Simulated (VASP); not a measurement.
# SnO (P4/mmm) in VASP: single point with HSE06

Aim: the single point of SnO with HSE06.

Everything below comes from runs of VASP 6.6.1. Logs are shortened: lines on timing, memory, paths and dates and some standing lists are left out, and cuts for length are marked.

**1. The cell of the first run**

Symmetry: P4/mmm, No. 123, tetragonal system. The conventional cell has a = 3.103 Å, b = 3.103 Å, c = 3.076 Å, α = 90.00°, β = 90.00°, γ = 90.00°. Within 3.5 Å of Sn (site symmetry 4/mmm) lie 8 O at 2.68 Å and 6 Sn at 3.08 to 3.10 Å. Within 3.5 Å of O (site symmetry 4/mmm) lie 8 Sn at 2.68 Å and 6 O at 3.08 to 3.10 Å.

**2. Single point, HSE06 (uniaxial x strain -0.9%)**

POSCAR reads:

```
SnO
1.0
    3.0757864624      0.0000000000      0.0000000000
    0.0000000000      3.1034067828      0.0000000000
    0.0000000000      0.0000000000      3.1034067828
Sn O
1 1
Direct
    0.0000000000      0.0000000000      0.0000000000
    0.5000000000      0.5000000000      0.5000000000
```

INCAR.step1 reads:

```
ALGO     = Normal         # electronic algorithm
EDIFF    = 1E-5           # SCF threshold, eV
ENCUT    = 520            # plane-wave cutoff, eV
GGA      = PE             # functional
ISIF     = 2              # what is computed and relaxed
ISMEAR   = -1             # smearing method
KPAR     = 4            
LASPH    = T              # aspherical terms in the spheres
LCHARG   = F              # write CHGCAR
LREAL    = F              # projectors in reciprocal space
LWAVE    = T              # write WAVECAR
NBANDS   = 17             # bands
NELM     = 80             # most SCF steps
PREC     = Accurate       # precision mode
SIGMA    = 0.02           # smearing width, eV
```

INCAR.step2 reads:

```
ALGO     = Normal         # electronic algorithm
EDIFF    = 1E-6           # SCF threshold, eV
ENCUT    = 520            # plane-wave cutoff, eV
GGA      = PE             # functional
HFSCREEN = 0.2079         # screening, 1/A
ISIF     = 2              # what is computed and relaxed
ISMEAR   = -1             # smearing method
ISTART   = 1            
KPAR     = 4            
LASPH    = T              # aspherical terms in the spheres
LCHARG   = F              # write CHGCAR
LHFCALC  = T              # exact exchange
LREAL    = F              # projectors in reciprocal space
LWAVE    = F              # write WAVECAR
NBANDS   = 17             # bands
NELM     = 80             # most SCF steps
PREC     = Accurate       # precision mode
PRECFOCK = Normal       
SIGMA    = 0.02           # smearing width, eV
```

KPOINTS reads:

```
k-points
0
Gamma
  6 6 6
```

Potentials or basis: VASP PAW PBE potentials, release 64 (Sn_d, O).

The run is started by

```bash
> cat potpaw_PBE.64/Sn_d/POTCAR potpaw_PBE.64/O/POTCAR > POTCAR
> cp INCAR.step1 INCAR
> mpirun -np 4 vasp_std > vasp.out
> cp INCAR.step2 INCAR
> mpirun -np 4 vasp_std > vasp.out
```

OUTCAR:

```text
EDIFF = 1E-6
   ENCUT = 520
   GGA = PE
   HFSCREEN = 0.2079
   ISIF = 2
   ISMEAR = -1
   ISTART = 1
   LASPH = T
   LHFCALC = T
   LREAL = F
   NELM = 80
   PREC = Accurate
   PRECFOCK = Normal

 ion  position               nearest neighbor table
   1  0.000  0.000  0.000-   2 2.68   2 2.68   2 2.68   2 2.68   2 2.68   2 2.68   2 2.68   2 2.68

   2  0.500  0.500  0.500-   1 2.68   1 2.68   1 2.68   1 2.68   1 2.68   1 2.68   1 2.68   1 2.68

  LATTYP: Found a simple tetragonal cell.
 ALAT       =     3.1034067828
 C/A-ratio  =     0.9911000000

  Lattice vectors:

 A1 = (   0.0000000000,   3.1034067828,   0.0000000000)
 A2 = (   0.0000000000,   0.0000000000,   3.1034067828)
 A3 = (   3.0757864624,   0.0000000000,   0.0000000000)

Analysis of symmetry for initial positions (statically):
=====================================================================
 Subroutine PRICEL returns:
 Original cell was already a primitive cell.

 Routine SETGRP: Setting up the symmetry group for a
 simple tetragonal supercell.

 Subroutine GETGRP returns: Found 16 space group operations
 (whereof 16 operations were pure point group operations)
 out of a pool of 16 trial point group operations.

The static configuration has the point symmetry D_4h.

Analysis of symmetry for dynamics (positions and initial velocities):
=====================================================================
 Subroutine PRICEL returns:
 Original cell was already a primitive cell.

 Routine SETGRP: Setting up the symmetry group for a
 simple tetragonal supercell.

 Subroutine GETGRP returns: Found 16 space group operations
 (whereof 16 operations were pure point group operations)
 out of a pool of 16 trial point group operations.

The dynamic configuration has the point symmetry D_4h.

 Subroutine INISYM returns: Found 16 space group operations
 (whereof 16 operations are pure point group operations),
 and found     1 'primitive' translations

----------------------------------------------------------------------------------------

                                     Primitive cell

  volume of cell :      29.6233

  direct lattice vectors                    reciprocal lattice vectors
[... 89 lines left out ...]
   EDIFFG = 0.1E-04   stopping-criterion for IOM
   NSW    =      0    number of steps for IOM
   IBRION =     -1    ionic relax: 0-MD 1-quasi-New 2-CG
   NFREE  =      0    steps in history (QN), initial steepest desc. (CG)
   ISIF   =      2    stress and relaxation
   ISYM   =      3    0-nonsym 1-usesym 2-fastsym
   POTIM  = 0.5000    time-step for ionic-motion
   TEBEG  =    0.0;   TEEND  =   0.0 temperature during run
   PSTRESS=    0.0 pullay stress
   NELECT =      20.0000    total number of electrons
   NUPDOWN=      -1.0000    fix difference up-down
   EMIN   =  10.00;   EMAX   =-10.00  energy-range for DOS
   EFERMI =   0.00;   METHOD = LEGACY
   ISMEAR =    -1;   SIGMA  =   0.02  broadening in eV -4-tet -1-fermi 0-gaus
   EFERMI_NEDOS =   21; number of points for ismear=-14 and -15
   IALGO  =     38    algorithm
   IMIX   =      1    mixing-type and parameters
     AMIX     =   0.40;   BMIX     =  1.00
     AMIX_MAG =   1.60;   BMIX_MAG =  1.00
  volume/ion in A,a.u.               =      14.81        99.95
  Fermi-wavevector in a.u.,A,eV,Ry     =   1.436174  2.713975 28.063307  2.062595
  Thomas-Fermi vector in A             =   2.555391
   LORBIT       =      0    0 simple, 1 ext, 2 COOP (PROOUT), +10 PAW based schemes
   GGA     = PE    functional components
   LHFCALC =     T    Hartree Fock is set to
   PRECFOCK=normal    Normal, Fast or Accurate (Low or Medium for compatibility)
   ENCUT4O =  -1.0   cutoff for four orbital integrals eV
   NKREDX  =     1    reduce k-point grid by
   NKREDY  =     1    reduce k-point grid by
   NKREDZ  =     1    reduce k-point grid by
   AEXX    =    0.2500 exact exchange contribution
   HFSCREEN=    0.2079 screening length (either q_TF or 0.3 A-1)
   HFSCREENC=   0.2079 screening length for correlation (either q_TF or 0.3 A-1)
   ENCUTFOCK=  -1.0 apply spherical cutoff to Coloumb kernel
   IVDW    =     0    specifies the selected vdW correction
   LEPSILON=     F    determine dielectric tensor
   LRPA    =     F    only Hartree local field effects (RPA)
 non-spin polarized calculation
  energy-cutoff  :      520.00
  volume of cell :       29.62
 maximum number of plane-waves:       840
 NGX is ok and might be reduce to    24
  NGX = 18; NGY = 18; NGZ = 18

 number of electron      19.9999997 magnetization

 Free energy of the ion-electron system (eV)
  ---------------------------------------------------
  ext. energy  EPLUGINS =         0.00000000
  ---------------------------------------------------
  free energy    TOTEN  =       -12.08736099 eV

  energy without entropy =      -12.08736098  energy(sigma->0) =      -12.08736099

 E-fermi :   8.2581     XC(G=0):  -9.4053

 val. band max:        7.9613025189   @ k =   0.1667   0.5000   0.0000
 cond. band min:       8.5229392069   @ k =   0.5000   0.5000   0.5000
 fundamental gap:      0.5616366880
 Fermi energy:         8.2580523955

 k-point     1 :       0.0000    0.0000    0.0000
  band No.  band energies     occupation
      1     -15.7525      2.00000
      2     -15.7363      2.00000
      3     -15.3621      2.00000
      4     -15.3601      2.00000
      5     -15.3601      2.00000
      6     -12.1676      2.00000
[... 457 lines left out ...]
      4     -15.4507      2.00000
      5     -15.3260      2.00000
      6     -10.8393      2.00000
[... 9 lines left out ...]
     16      23.9493      0.00000
     17      27.4317      0.00000

 [... further k-points ...]

------------------------ aborting loop because EDIFF is reached ----------------------------------------

  FORCE on cell =-STRESS in cart. coord.  units (eV):
  Direction    XX          YY          ZZ          XY          YZ          ZX
  --------------------------------------------------------------------------------------
  -------------------------------------------------------------------------------------
  Total        0.2518481     -0.0293246     -0.0293246      0.0000000      0.0000000     -0.0000000
  in kB       13.6212071     -1.5860195     -1.5860195      0.0000000      0.0000000     -0.0000000
  external PRESSURE =       3.4830560 kB  Pullay stress =       0.0000000 kB

 VOLUME and BASIS-vectors are now :
 -----------------------------------------------------------------------------
  energy-cutoff  :      520.00
  volume of cell :       29.62
      direct lattice vectors                 reciprocal lattice vectors
     3.075786462  0.000000000  0.000000000     0.325120099  0.000000000  0.000000000
     0.000000000  3.103406783  0.000000000     0.000000000  0.322226530  0.000000000
     0.000000000  0.000000000  3.103406783     0.000000000  0.000000000  0.322226530

 POSITION                                       TOTAL-FORCE (eV/Angst)
 -----------------------------------------------------------------------------------
      0.00000      0.00000      0.00000         0.000000      0.000000      0.000000
      1.53789      1.55170      1.55170         0.000000      0.000000      0.000000
 -----------------------------------------------------------------------------------
    total drift:                                0.000001     -0.000000      0.000000

  FREE ENERGIE OF THE ION-ELECTRON SYSTEM (eV)
  ---------------------------------------------------
  free  energy   TOTEN  =       -12.0873609918 eV

  energy  without entropy=      -12.0873609818  energy(sigma->0) =      -12.08736099
```

Wall time 27 min (4 MPI ranks of Oxide Virtual Turin-like, shared host); peak memory 0.23 GiB.

Results:

```yaml
Free_energy: -12.0874 eV
Pressure: 0.3 GPa
Band_gap_on_the_k_mesh: 0.56 eV (least direct gap 1.22 eV)
```

Stress tensor (GPa, compression positive):
```
 1.36  0.00  0.00
 0.00 -0.16  0.00
 0.00  0.00 -0.16
```

Caveat: the cell differs from its parent crystal (uniaxial x strain -0.9%); the structure was generated, so it needn't be the stable form of SnO; the PAW data sets were made with another functional, which shifts forces and pressure a little; spin-orbit coupling is left out, which moves the levels of the heavy elements. A k mesh can miss the band edges.
